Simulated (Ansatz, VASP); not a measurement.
One calculation of BP, two programs

```
B P
1.0
     0.00000    2.26832    2.26832
     2.26832    0.00000    2.26832
     2.26832    2.26832    0.00000
B P
1 1
Direct
  0.00000 0.00000 0.00000
  0.25000 0.25000 0.25000
```

Alike in both runs: task single point; functional r2SCAN; k mesh 10 × 10 × 10; no spin polarisation.

|  | VASP | Ansatz |
| --- | --- | --- |
| version | VASP 6.6.1 | Ansatz 0.2.0 |
| potentials or method | VASP PAW PBE potentials, release 64 (B, P) | plane waves, PAW |
| plane-wave cutoff (eV) | 520 | 500 |
| occupations | gaussian, width 0.01 eV | fixed |
| valence electrons in the cell | 8 | 8 |

```csv
,VASP,Ansatz,Ansatz less VASP
gap on the k mesh at the Fermi level (eV),1.45,1.42,-0.030
pressure (GPa),-0.5,0.0,+0.51
```

VASP's potentials were made for PBE, not for r2SCAN.
